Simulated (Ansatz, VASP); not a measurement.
**One calculation of Pt, two programs**

File INCAR:

```
ALGO     = Normal         # electronic algorithm
EDIFF    = 1E-6           # SCF threshold, eV
ENCUT    = 520            # plane-wave cutoff, eV
GGA      = PS             # functional
GGA_COMPAT= F            
ISIF     = 2              # what is computed and relaxed
ISMEAR   = -1             # smearing method
LASPH    = T              # aspherical terms in the spheres
LCHARG   = F              # write CHGCAR
LMAXMIX  = 4              # l up to which the mixer works
LORBIT   = 11             # projections on sites
LORBMOM  = T            
LREAL    = F              # projectors in reciprocal space
LSORBIT  = T              # spin-orbit coupling
LWAVE    = F              # write WAVECAR
MAGMOM   = 0 0 0 0 0 0    # initial moments
NBANDS   = 32             # bands
NELM     = 150            # most SCF steps
PREC     = Accurate       # precision mode
SIGMA    = 0.05           # smearing width, eV
```

The input KPOINTS:

```
k-points
0
Gamma
  8 8 4
```

The input POSCAR:

```
Pt
1.0
    2.7606656158      0.0000000000      0.0000000000
   -1.3803328079      2.3908065546      0.0000000000
    0.0000000000      0.0000000000      4.7921340000
Pt
2
Direct
    0.3333333333      0.6666666667      0.2500000000
    0.6666666667      0.3333333333      0.7500000000
```

input.yaml

```yaml
crystal:
  lattice:
    - [2.7606656158, 0.0, 0.0]
    - [-1.3803328079, 2.3908065546, 0.0]
    - [0.0, 0.0, 4.792134]
  atoms:
    - { symbol: Pt, position: [0.3333333333, 0.6666666667, 0.25] }
    - { symbol: Pt, position: [0.6666666667, 0.3333333333, 0.75] }
kpoints:
  mp_grid: { grid: [8, 8, 4] }
  band_path:
    path:
      - [0.0, 0.0, 0.0]
      - [0.5, 0.0, 0.0]
      - [0.3333333333, 0.3333333333, 0.0]
      - [0.0, 0.0, 0.0]
      - [0.0, 0.0, 0.5]
      - [0.5, 0.0, 0.5]
      - [0.3333333333, 0.3333333333, 0.5]
      - [0.0, 0.0, 0.5]
    npoints: 6
scf:
  occupations: { method: fermi_dirac, width: 0.05 }
hamiltonian:
  xc: pbesol
  pseudopotentials: { kind: all_electron, lapw: { basis_error: 0.001 } }
magnetization:
  noncollinear: true
  spin_orbit: true
output:
  forces: true
  stress: true
  eigenvalues: true
```

Alike in both runs: functional PBEsol; k mesh 8 × 8 × 4; occupations fermi-dirac, width 0.05 eV; non-collinear spin, spin-orbit coupling.

```csv
,VASP,Ansatz
version,VASP 6.6.1,Ansatz 0.2.0
potentials or method,"VASP PAW PBE potentials, release 64 (Pt), cutoff 520 eV","all-electron LAPW, relativistic spinors"
task,single point,band structure
```

Ansatz gave:

| Property | Result |
| --- | --- |
| pressure (GPa) | -10.2 |
| traceless stress, the component that is largest in VASP (GPa) | -1.34 |

Problem. Estimate VASP's values.

Solution. Pressure (GPa): -10.2; traceless stress, the component that is largest in VASP (GPa): -1.52.

VASP's potentials were made for PBE, not for PBEsol. Ansatz ran all-electron here, and VASP with PAW potentials.

Noted on Ansatz's run: the k mesh is thin for a metal, which can move the energy by tens of meV per atom.
